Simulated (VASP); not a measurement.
VWC2:

```
CELL_PARAMETERS angstrom
1.51704 0.87586 4.93389
-1.51704 0.87586 4.93389
0.00000 -1.75173 4.93389
ATOMIC_POSITIONS crystal
W 0.00000 0.00000 0.00000
V 0.50000 0.50000 0.50000
C 0.24649 0.24649 0.24649
C 0.75351 0.75351 0.75351
```

| Quantity | Value |
| --- | --- |
| Program | VASP 6.6.1 |
| Task | relaxation of cell and atoms |
| Functional | PBEsol |
| Dispersion | D4 |
| Potentials or basis | VASP PAW PBE potentials, release 64 (W_sv, V_sv, C) |
| Cutoff | 600 eV |
| k mesh | 10 × 10 × 10 |
| Occupations | fermi-dirac, width 0.05 eV |
| Spin | collinear spin, ferromagnetic start |
| Starting moments | [0.0, 2.0, 0.0, 0.0] μB |

At the start: pressure -13.6 GPa; volume 9.83 Å³/atom.

Question: Where does the relaxation end?

Answer: Over 9 steps the energy falls by 22.6 meV/atom and the volume is 9.44 Å³/atom (-4.0 %); space group R-3m (No. 166, to 0.1 Å) before and after; moment 0.00 μB per cell.

The path:
```
step  energy change (eV)  largest force (eV/Å)  pressure (GPa)  volume (Å³)
   1              0.0000                0.0667          -13.64        39.33
   2              0.2377                0.7154           37.05        34.76
   3             -0.0890                0.1660            0.54        37.74
   4             -0.0891                0.1562           -0.07        37.80
   5             -0.0891                0.1609            0.18        37.77
   6             -0.0902                0.0072            0.31        37.73
   7             -0.0902                0.0049            0.25        37.73
   8             -0.0902                0.0066           -0.41        37.80
   9             -0.0902                0.0005           -0.04        37.76
```

Final structure:
```
W V C
1.0
     1.49738    0.86451    4.86129
    -1.49738    0.86451    4.86129
     0.00000   -1.72902    4.86129
W V C
1 1 2
Direct
  0.00000 0.00000 0.00000
  0.50000 0.50000 0.50000
  0.24609 0.24609 0.24609
  0.75391 0.75391 0.75391
```

Caveat: the moments typed at the start vanished in this run; the PAW data sets were made with another functional, which shifts forces and pressure a little.
